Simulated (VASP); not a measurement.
# KCl (Pm-3m) in VASP: notebook

Aim: see how the results for KCl move with the level of theory and the settings. Levels: LDA, PBE-based screened hybrid with 40 % exact exchange, PBE-based screened hybrid with 50 % exact exchange. Tasks: single point.

All numbers are computed with VASP 6.6.1; they aren't measurements. Logs are shortened: lines on timing, memory, paths and dates and some standing lists are left out, and cuts for length are marked.

### Step 1. The cell of the first run

It takes space group Pm-3m (No. 221, cubic). Conventional cell: a = 3.865 Å, b = 3.865 Å, c = 3.865 Å, α = 90.00°, β = 90.00°, γ = 90.00°. K (site symmetry m-3m) has 8 Cl at 3.35 Å and 6 K at 3.86 Å within 4.4 Å. Cl (site symmetry m-3m) has 8 K at 3.35 Å and 6 Cl at 3.86 Å within 4.4 Å.

### Step 2. Single point, LDA (28.86 Å³/atom)

Input file INCAR:

```
ALGO = Normal ; EDIFF = 1E-6
ENCUT = 520 ; ISIF = 2
ISMEAR = -1 ; LASPH = True
LCHARG = False ; LREAL = False
LWAVE = False ; NBANDS = 15
NELM = 60 ; PREC = Accurate
SIGMA = 0.05
```

Input file KPOINTS:

```
k-points
0
Gamma
  7 7 7
```

Input file POSCAR:

```
KCl
1.0
    3.8646218801      0.0000000000      0.0000000000
    0.0000000000      3.8646218801      0.0000000000
    0.0000000000      0.0000000000      3.8646218801
K Cl
1 1
Direct
    0.0000000000      0.0000000000      0.0000000000
    0.5000000000      0.5000000000      0.5000000000
```

Potentials or basis: VASP PAW LDA potentials, release 64 (K_sv, Cl).

The run is started by

```sh
> cat potpaw_LDA.64/K_sv/POTCAR potpaw_LDA.64/Cl/POTCAR > POTCAR
> mpirun -np 1 vasp_std > vasp.out
```

OUTCAR:

```text
EDIFF = 1E-6
   ENCUT = 520
   ISIF = 2
   ISMEAR = -1
   LASPH = True
   LREAL = False
   NELM = 60
   PREC = Accurate

 ion  position               nearest neighbor table
   1  0.000  0.000  0.000-
   2  0.500  0.500  0.500-

  LATTYP: Found a simple cubic cell.
 ALAT       =     3.8646218801

  Lattice vectors:

 A1 = (   3.8646218801,   0.0000000000,   0.0000000000)
 A2 = (   0.0000000000,   3.8646218801,   0.0000000000)
 A3 = (   0.0000000000,   0.0000000000,   3.8646218801)

Analysis of symmetry for initial positions (statically):
=====================================================================
 Subroutine PRICEL returns:
 Original cell was already a primitive cell.

 Routine SETGRP: Setting up the symmetry group for a
 simple cubic supercell.

 Subroutine GETGRP returns: Found 48 space group operations
 (whereof 48 operations were pure point group operations)
 out of a pool of 48 trial point group operations.

The static configuration has the point symmetry O_h .

Analysis of symmetry for dynamics (positions and initial velocities):
=====================================================================
 Subroutine PRICEL returns:
 Original cell was already a primitive cell.

 Routine SETGRP: Setting up the symmetry group for a
 simple cubic supercell.

 Subroutine GETGRP returns: Found 48 space group operations
 (whereof 48 operations were pure point group operations)
 out of a pool of 48 trial point group operations.

The dynamic configuration has the point symmetry O_h .

 Subroutine INISYM returns: Found 48 space group operations
 (whereof 48 operations are pure point group operations),
 and found     1 'primitive' translations

----------------------------------------------------------------------------------------

                                     Primitive cell

  volume of cell :      57.7193

  direct lattice vectors                    reciprocal lattice vectors
     3.864621880  0.000000000  0.000000000     0.258757527  0.000000000  0.000000000
     0.000000000  3.864621880  0.000000000     0.000000000  0.258757527  0.000000000
     0.000000000  0.000000000  3.864621880     0.000000000  0.000000000  0.258757527

  length of vectors
     3.864621880  3.864621880  3.864621880     0.258757527  0.258757527  0.258757527

  position of ions in fractional coordinates (direct lattice)
     0.000000000  0.000000000  0.000000000
     0.500000000  0.500000000  0.500000000

  ion indices of the primitive-cell ions
   primitive index   ion index
                 1           1
                 2           2

----------------------------------------------------------------------------------------

 KPOINTS: k-points

Automatic generation of k-mesh.
 Grid dimensions read from file:
 generate k-points for:    7    7    7

 Generating k-lattice:

  Cartesian coordinates                     Fractional coordinates (reciprocal lattice)
     0.036965361  0.000000000  0.000000000     0.142857143  0.000000000  0.000000000
     0.000000000  0.036965361  0.000000000     0.000000000  0.142857143  0.000000000
     0.000000000  0.000000000  0.036965361     0.000000000  0.000000000  0.142857143

  Length of vectors
     0.036965361  0.036965361  0.036965361

  Shift w.r.t. Gamma in fractional coordinates (k-lattice)
     0.000000000  0.000000000  0.000000000

 Subroutine IBZKPT returns following result:
 ===========================================

 Found     20 irreducible k-points:

 Following reciprocal coordinates:
            Coordinates               Weight
  0.000000  0.000000  0.000000      1.000000
  0.142857  0.000000  0.000000      6.000000
  0.285714  0.000000  0.000000      6.000000
  0.428571  0.000000  0.000000      6.000000
  0.142857  0.142857  0.000000     12.000000
  0.285714  0.142857  0.000000     24.000000
[... 12 lines left out ...]
  0.428571  0.428571  0.285714     24.000000
  0.428571  0.428571  0.428571      8.000000
   k-points           NKPTS =     20   k-points in BZ     NKDIM =     20   number of bands    NBANDS=     15
[... 51 lines left out ...]
  band No.  band energies     occupation
      1     -28.8656      2.00000
      2     -13.7216      2.00000
      3     -12.4806      2.00000
      4     -12.4806      2.00000
      5     -12.4150      2.00000
      6      -2.4471      2.00000
      7      -1.3776      2.00000
      8      -1.3776      2.00000
      9       4.6380      0.00000
     10       5.7181      0.00000
     11       6.3288      0.00000
     12       9.0474      0.00000
     13       9.0474      0.00000
     14       9.5901      0.00000
     15      10.0417      0.00000

 k-point     4 :       0.4286    0.0000    0.0000
  band No.  band energies     occupation
      1     -28.8591      2.00000
      2     -13.7817      2.00000
      3     -12.4702      2.00000
      4     -12.4702      2.00000
      5     -12.3627      2.00000
      6      -2.9039      2.00000
      7      -1.3802      2.00000
      8      -1.3802      2.00000
      9       5.7642      0.00000
     10       6.2952      0.00000
     11       6.7030      0.00000
     12       8.8834      0.00000
     13       9.0402      0.00000
     14       9.0402      0.00000
     15       9.8128      0.00000
[... 235 lines left out ...]
 k-point    18 :       0.4286    0.2857    0.2857
  band No.  band energies     occupation
      1     -28.8376      2.00000
      2     -13.4162      2.00000
      3     -12.6348      2.00000
      4     -12.5953      2.00000
      5     -12.5721      2.00000
      6      -2.4573      2.00000
      7      -2.0982      2.00000
      8      -1.9840      2.00000
      9       6.1698      0.00000
     10       6.7639      0.00000
     11       7.0491      0.00000
     12       7.7898      0.00000
     13       8.2095      0.00000
     14       8.4825      0.00000
     15      11.1158      0.00000

 k-point    19 :       0.4286    0.4286    0.2857
  band No.  band energies     occupation
      1     -28.8317      2.00000
      2     -13.3096      2.00000
      3     -12.6812      2.00000
      4     -12.6573      2.00000
      5     -12.5878      2.00000
      6      -2.4062      2.00000
      7      -2.3989      2.00000
      8      -2.0341      2.00000
      9       6.0065      0.00000
     10       7.1132      0.00000
     11       7.2517      0.00000
     12       7.5600      0.00000
     13       8.6066      0.00000
     14       8.7024      0.00000
     15      11.0399      0.00000

 k-point    20 :       0.4286    0.4286    0.4286
  band No.  band energies     occupation
      1     -28.8260      2.00000
      2     -13.2447      2.00000
      3     -12.6635      2.00000
      4     -12.6635      2.00000
      5     -12.6625      2.00000
      6      -2.4352      2.00000
      7      -2.4352      2.00000
      8      -2.4029      2.00000
      9       6.8447      0.00000
     10       7.1450      0.00000
     11       7.1450      0.00000
     12       8.2588      0.00000
     13       8.4216      0.00000
     14       8.4216      0.00000
     15      11.0114      0.00000

------------------------ aborting loop because EDIFF is reached ----------------------------------------

  FORCE on cell =-STRESS in cart. coord.  units (eV):
  Direction    XX          YY          ZZ          XY          YZ          ZX
  --------------------------------------------------------------------------------------
  -------------------------------------------------------------------------------------
  Total       -1.2056663     -1.2056663     -1.2056663      0.0000000      0.0000000     -0.0000000
  in kB      -33.4669927    -33.4669927    -33.4669927      0.0000000      0.0000000     -0.0000000
  external PRESSURE =     -33.4669927 kB  Pullay stress =       0.0000000 kB

 VOLUME and BASIS-vectors are now :
 -----------------------------------------------------------------------------
  energy-cutoff  :      520.00
  volume of cell :       57.72
      direct lattice vectors                 reciprocal lattice vectors
     3.864621880  0.000000000  0.000000000     0.258757527  0.000000000  0.000000000
     0.000000000  3.864621880  0.000000000     0.000000000  0.258757527  0.000000000
     0.000000000  0.000000000  3.864621880     0.000000000  0.000000000  0.258757527

 POSITION                                       TOTAL-FORCE (eV/Angst)
 -----------------------------------------------------------------------------------
      0.00000      0.00000      0.00000         0.000000      0.000000      0.000000
      1.93231      1.93231      1.93231         0.000000      0.000000      0.000000
 -----------------------------------------------------------------------------------
    total drift:                                0.000000      0.000000     -0.000000

  FREE ENERGIE OF THE ION-ELECTRON SYSTEM (eV)
  ---------------------------------------------------
  free  energy   TOTEN  =        -7.2328866480 eV

  energy  without entropy=       -7.2328866480  energy(sigma->0) =       -7.23288665
```

Wall time 20 s (1 thread of AMD EPYC 7R13, shared host); peak memory 0.12 GiB.

What came out:

```
Free energy            : -7.2329 eV
Pressure               : -3.3 GPa
Band gap on the k mesh : 4.31 eV (least direct gap 4.50 eV)
```

Levels at points of the mesh, in eV from the valence-band top:
| k point | band 4 | band 5 | band 6 | band 7 | band 8 | band 9 | band 10 | band 11 | band 12 | band 13 |
| --- | --- | --- | --- | --- | --- | --- | --- | --- | --- | --- |
| (0.00, 0.00, 0.00) | -11.31 | -11.31 | -0.19 | -0.19 | -0.19 | 4.31 | 6.28 | 6.28 | 10.45 | 10.45 |

Caveat: the cell stands under tension; an odd mesh through Γ misses points on the zone boundary, where band edges can lie.

### Step 3. Single point, LDA (29.43 Å³/atom)

This run uses another cell than the first one, of 29.43 Å³/atom.

Input file INCAR:

```
PREC = Accurate
ENCUT = 520
EDIFF = 1E-7
ISMEAR = -1
SIGMA = 0.05
LREAL = F
LASPH = T
NELM = 100
ALGO = Normal
ISIF = 2
LWAVE = F
LCHARG = F
GGA = CA
NBANDS = 15
```

Input file KPOINTS:

```
Automatic mesh
0
Gamma
  7 7 7
```

Input file POSCAR:

```
KCl
1.0
    3.8897175305      0.0000000000      0.0000000000
    0.0000000000      3.8897175305      0.0000000000
    0.0000000000      0.0000000000      3.8897175305
K Cl
1 1
Direct
    0.0000000000      0.0000000000      0.0000000000
    0.5000000000      0.5000000000      0.5000000000
```

Potentials or basis: VASP PAW LDA potentials, release 64 (K_sv, Cl).

The run is started by

```sh
> cat potpaw_LDA.64/K_sv/POTCAR potpaw_LDA.64/Cl/POTCAR > POTCAR
> mpirun -np 1 vasp_std > vasp.out
```

Run time: 21 s. Hardware: 1 thread of AMD EPYC 7R13, shared host; peak memory 0.12 GiB.

It converged, with:

```yaml
Free_energy: -7.2089 eV
Pressure: -3.5 GPa
Band_gap_on_the_k_mesh: 4.24 eV (least direct gap 4.42 eV)
```

Levels at points of the mesh, in eV from the valence-band top:
| k point | band 6 | band 7 | band 8 | band 9 | band 10 | band 11 |
| --- | --- | --- | --- | --- | --- | --- |
| (0.00, 0.00, 0.00) | -0.18 | -0.18 | -0.18 | 4.24 | 6.29 | 6.29 |

Caveat: the cell stands under tension; an odd mesh through Γ misses points on the zone boundary, where band edges can lie.

### Step 4. Single point, LDA (29.99 Å³/atom)

This run uses another cell than the first one, of 29.99 Å³/atom.

Input file INCAR:

```
SYSTEM = KCl
  ALGO = Normal
  EDIFF = 1E-6
  ENCUT = 520
  ISIF = 2
  ISMEAR = -1
  LASPH = .True.
  LCHARG = .False.
  LREAL = .False.
  LWAVE = .False.
  NBANDS = 15
  NELM = 100
  PREC = Accurate
  SIGMA = 0.05
```

Input file KPOINTS:

```
k-points
0
Gamma
  7 7 7
  0 0 0
```

Input file POSCAR:

```
KCl
1.0
    3.9144934694      0.0000000000      0.0000000000
    0.0000000000      3.9144934694      0.0000000000
    0.0000000000      0.0000000000      3.9144934694
K Cl
1 1
Direct
    0.0000000000      0.0000000000      0.0000000000
    0.5000000000      0.5000000000      0.5000000000
```

The run is started by

```sh
> cat potpaw_LDA.64/K_sv/POTCAR potpaw_LDA.64/Cl/POTCAR > POTCAR
> mpirun -np 1 vasp_std > vasp.out
```

Run time: 29 s. Hardware: 1 thread of AMD EPYC 7R13, shared host; peak memory 0.12 GiB.

It converged, with:

```
Free energy            : -7.1836 eV
Pressure               : -3.7 GPa
Band gap on the k mesh : 4.17 eV (least direct gap 4.35 eV)
```

Levels at points of the mesh, in eV from the valence-band top:
```tsv
k point	band 4	band 5	band 6	band 7	band 8	band 9	band 10	band 11	band 12	band 13
(0.00, 0.00, 0.00)	-11.39	-11.39	-0.18	-0.18	-0.18	4.17	6.31	6.31	10.34	10.34
```

Caveat: the cell stands under tension; an odd mesh through Γ misses points on the zone boundary, where band edges can lie.

### Step 5. Single point, LDA

This run uses another cell than the first one, of 28.29 Å³/atom.

Input file INCAR:

```
  ALGO = Normal
  EDIFF = 1E-6
  ENCUT = 520
  GGA = CA
  ISIF = 2
  ISMEAR = -1
  LASPH = True
  LCHARG = False
  LREAL = False
  LWAVE = False
  NBANDS = 15
  NELM = 60
  PREC = Accurate
  SIGMA = 0.05
```

Input file KPOINTS:

```
k-points
0
Gamma
  7 7 7
```

Input file POSCAR:

```
KCl
1.0
    3.8391960000      0.0000000000      0.0000000000
    0.0000000000      3.8391960000      0.0000000000
    0.0000000000      0.0000000000      3.8391960000
K Cl
1 1
Direct
    0.0000000000      0.0000000000      0.0000000000
    0.5000000000      0.5000000000      0.5000000000
```

The run is started by

```sh
> cat potpaw_LDA.64/K_sv/POTCAR potpaw_LDA.64/Cl/POTCAR > POTCAR
> mpirun -np 1 vasp_std > vasp.out
```

It took 13 s on 1 thread of Intel Xeon Platinum 8259CL at 2.50GHz (Skylake/Cascade Lake), shared host; peak memory 0.15 GiB.

It converged, with:

| Item | Value |
| --- | --- |
| Free energy | -7.2554 eV |
| Pressure | -3.1 GPa |
| Band gap on the k mesh | 4.39 eV (least direct gap 4.58 eV) |

Levels at points of the mesh, in eV from the valence-band top:
| k point | band 6 | band 7 | band 8 | band 9 | band 10 | band 11 |
| --- | --- | --- | --- | --- | --- | --- |
| (0.00, 0.00, 0.00) | -0.19 | -0.19 | -0.19 | 4.39 | 6.27 | 6.27 |

Caveat: the cell stands under tension; an odd mesh through Γ misses points on the zone boundary, where band edges can lie.

### Step 6. Single point, PBE-based screened hybrid with 40 % exact exchange

This run uses another cell than the first one, of 28.29 Å³/atom.

POSCAR is that of step 5.

Input file INCAR.step1:

```
SYSTEM = KCl
PREC = Accurate
ENCUT = 520
EDIFF = 1E-5
ISMEAR = -1
SIGMA = 0.05
LREAL = .FALSE.
LASPH = .TRUE.
NELM = 60
ALGO = Normal
ISIF = 2
LWAVE = .TRUE.
LCHARG = .FALSE.
GGA = PE
NBANDS = 15
```

Input file INCAR.step2:

```
SYSTEM = KCl
PREC = Accurate
ENCUT = 520
EDIFF = 1E-6
ISMEAR = -1
SIGMA = 0.05
LREAL = .FALSE.
LASPH = .TRUE.
NELM = 60
ALGO = Normal
ISIF = 2
LWAVE = .FALSE.
LCHARG = .FALSE.
GGA = PE
LHFCALC = .TRUE.
AEXX = 0.4
HFSCREEN = 0.2
PRECFOCK = Normal
ISTART = 1
NBANDS = 15
```

Input file KPOINTS:

```
regular mesh
0
G
  4 4 4
  0 0 0
```

Potentials or basis: VASP PAW PBE potentials, release 64 (K_sv, Cl).

The run is started by

```sh
> cat potpaw_PBE.64/K_sv/POTCAR potpaw_PBE.64/Cl/POTCAR > POTCAR
> cp INCAR.step1 INCAR
> mpirun -np 1 vasp_std > vasp.out
> cp INCAR.step2 INCAR
> mpirun -np 1 vasp_std > vasp.out
```

Run time: 5.6 min. Hardware: 1 thread of Intel Xeon Platinum 8259CL at 2.50GHz (Skylake/Cascade Lake), shared host; peak memory 0.28 GiB.

Results (log left out):

| Property | Result |
| --- | --- |
| Free energy | -8.3988 eV |
| Pressure | -0.7 GPa |
| Band gap on the k mesh | 6.97 eV (least direct gap 7.19 eV) |

Levels at points of the mesh, in eV from the valence-band top:
```csv
k point,band 6,band 7,band 8,band 9,band 10,band 11
"(0.00, 0.00, 0.00)",-0.23,-0.23,-0.23,6.97,8.90,8.90
"(0.50, 0.00, 0.00)",-1.91,-0.22,-0.22,9.95,10.49,10.71
"(0.50, 0.50, 0.00)",-1.34,-1.34,0.00,8.43,9.72,11.61
"(0.50, 0.50, 0.50)",-1.44,-1.44,-1.44,11.05,11.05,11.05
```

Caveat: the PAW data sets were made with another functional, which shifts forces and pressure a little.

### Step 7. Single point, PBE-based screened hybrid with 50 % exact exchange

This run uses another cell than the first one, of 28.29 Å³/atom.

POSCAR is that of step 6.

Edit INCAR.step1 of step 6 so:

```diff
@@ -8,3 +8,3 @@
 LASPH = .TRUE.
-NELM = 60
+NELM = 100
 ALGO = Normal
```

Edit INCAR.step2 of step 6 so:

```diff
@@ -8,3 +8,3 @@
 LASPH = .TRUE.
-NELM = 60
+NELM = 100
 ALGO = Normal
@@ -15,3 +15,3 @@
 LHFCALC = .TRUE.
-AEXX = 0.4
+AEXX = 0.5
 HFSCREEN = 0.2
```

Input file KPOINTS:

```
Automatic mesh
0
G
  4 4 4
  0 0 0
```

The run is started by

```sh
> cat potpaw_PBE.64/K_sv/POTCAR potpaw_PBE.64/Cl/POTCAR > POTCAR
> cp INCAR.step1 INCAR
> mpirun -np 1 vasp_std > vasp.out
> cp INCAR.step2 INCAR
> mpirun -np 1 vasp_std > vasp.out
```

Wall time 7.6 min (1 thread of Intel Xeon Platinum 8259CL at 2.50GHz (Skylake/Cascade Lake), shared host); peak memory 0.28 GiB.

The run converged. Its results:

| Quantity | Value |
| --- | --- |
| Free energy | -8.8510 eV |
| Pressure | -0.9 GPa |
| Band gap on the k mesh | 7.53 eV (least direct gap 7.76 eV) |

Levels at points of the mesh, in eV from the valence-band top:
| k point | band 5 | band 6 | band 7 | band 8 | band 9 | band 10 | band 11 | band 12 |
| --- | --- | --- | --- | --- | --- | --- | --- | --- |
| (0.00, 0.00, 0.00) | -12.94 | -0.23 | -0.23 | -0.23 | 7.53 | 9.49 | 9.49 | 14.40 |
| (0.50, 0.00, 0.00) | -12.86 | -1.95 | -0.22 | -0.22 | 10.53 | 11.14 | 11.34 | 13.00 |
| (0.50, 0.50, 0.00) | -12.88 | -1.37 | -1.37 | 0.00 | 9.00 | 10.34 | 12.28 | 12.28 |
| (0.50, 0.50, 0.50) | -13.11 | -1.47 | -1.47 | -1.47 | 11.62 | 11.62 | 11.62 | 13.48 |

Caveat: the PAW data sets were made with another functional, which shifts forces and pressure a little.

### Step 8. Summary

| level | potentials or basis | cell | k mesh | grid for exact exchange (PRECFOCK) | share of exact exchange | screening parameter | gap on the mesh (eV) | pressure (GPa) |
| --- | --- | --- | --- | --- | --- | --- | --- | --- |
| LDA | VASP PAW LDA potentials, release 64 (K_sv, Cl) | a = 3.865 Å, 2 atoms | 7 × 7 × 7 | - | - | - | 4.31 | -3.3 |
| LDA | VASP PAW LDA potentials, release 64 (K_sv, Cl) | a = 3.890 Å, 2 atoms | 7 × 7 × 7 | - | - | - | 4.24 | -3.5 |
| LDA | VASP PAW LDA potentials, release 64 (K_sv, Cl) | a = 3.914 Å, 2 atoms | 7 × 7 × 7 | - | - | - | 4.17 | -3.7 |
| LDA | VASP PAW LDA potentials, release 64 (K_sv, Cl) | a = 3.839 Å, 2 atoms | 7 × 7 × 7 | - | - | - | 4.39 | -3.1 |
| PBE-based screened hybrid with 40 % exact exchange | VASP PAW PBE potentials, release 64 (K_sv, Cl) | a = 3.839 Å, 2 atoms | 4 × 4 × 4 | Normal | 0.4 | 0.2 1/Å | 6.97 | -0.7 |
| PBE-based screened hybrid with 50 % exact exchange | VASP PAW PBE potentials, release 64 (K_sv, Cl) | a = 3.839 Å, 2 atoms | 4 × 4 × 4 | Normal | 0.5 | 0.2 1/Å | 7.53 | -0.9 |

Alike in all rows: task single point; no spin polarisation; cutoff (eV) 520; smearing fermi-dirac 0.05 eV.

Caveats: the cell stands under tension (at least some runs); an odd mesh through Γ misses points on the zone boundary, where band edges can lie (at least some runs); the PAW data sets were made with another functional, which shifts forces and pressure a little (at least some runs).

Absolute energies hang on the potentials; compare differences alone.
